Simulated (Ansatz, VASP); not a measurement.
Two plane-wave programs on Na2Al2O

Contents of INCAR:

```
  PREC = Accurate
  ENCUT = 600
  EDIFF = 1E-6
  ISMEAR = 0
  SIGMA = 0.1
  LREAL = False
  LASPH = True
  NELM = 80
  ALGO = Normal
  ISIF = 3
  LWAVE = False
  LCHARG = False
  GGA = PE
  IBRION = 2
  NSW = 90
  EDIFFG = -0.04
```

The input KPOINTS:

```
regular mesh
0
Gamma
  6 6 6
```

File POSCAR:

```
Na2Al2O
1.0
    2.5209171100      1.4554521700      3.9912845600
   -2.5209171100      1.4554521700      3.9912845600
    0.0000000000     -2.9109043400      3.9912845600
Na Al O
2 2 1
Direct
    0.6605621500      0.6605621500      0.6605621500
    0.3394378500      0.3394378500      0.3394378500
    0.1563083100      0.1563083100      0.1563083100
    0.8436916900      0.8436916900      0.8436916900
    0.5000000000      0.5000000000      0.5000000000
```

Input for Ansatz:

```yaml
crystal:
  lattice:
    - [2.52091711, 1.45545217, 3.99128456]
    - [-2.52091711, 1.45545217, 3.99128456]
    - [0.0, -2.91090434, 3.99128456]
  atoms:
    - { symbol: Na, position: [0.66056215, 0.66056215, 0.66056215] }
    - { symbol: Na, position: [0.33943785, 0.33943785, 0.33943785] }
    - { symbol: Al, position: [0.15630831, 0.15630831, 0.15630831] }
    - { symbol: Al, position: [0.84369169, 0.84369169, 0.84369169] }
    - { symbol: O, position: [0.5, 0.5, 0.5] }
basis:
  ecutwfc: 420
kpoints:
  mp_grid: { grid: [6, 6, 6] }
hamiltonian:
  xc: pbe
scf:
  occupations: { method: gaussian, width: 0.1 }
  lower_state_search: "off"
output:
  forces: true
  stress: true
  eigenvalues: true
relax:
  adjacent_minimum: "off"
  f_tol: 0.04
  max_steps: 70
  cell: { stress_tol: 0.4 }
```

Alike in both runs: task relaxation of cell and atoms; functional PBE; k mesh 6 × 6 × 6; occupations gaussian, width 0.1 eV; no spin polarisation.

```csv
,VASP,Ansatz
version,VASP 6.6.1,Ansatz 0.2.0
potentials or method,"VASP PAW PBE potentials, release 64 (Na_pv, Al, O), cutoff 600 eV","scalar-relativistic, plane waves, PAW"
valence electrons in the cell,26,30
```

Ansatz gave:

| Quantity | Value |
| --- | --- |
| gap on the k mesh at the Fermi level, each at its own relaxed structure (eV) | none |
| relaxed volume (Å³/atom) | 22.22 |
| relaxed cell length with the largest relative difference (Å) | 7.060 |

Task: Estimate VASP's values.

Result: gap on the k mesh at the Fermi level, each at its own relaxed structure (eV): none; relaxed volume (Å³/atom): 19.49; relaxed cell length with the largest relative difference (Å): 5.995.

A gap of «none» marks a metal or a gap that the smearing closes. One of these differences is far larger than is usual between the two programs; its cause wasn't traced. VASP's potentials hold 26 valence electrons a cell and Ansatz's 30, so a difference there can come from the potentials and not from the codes.
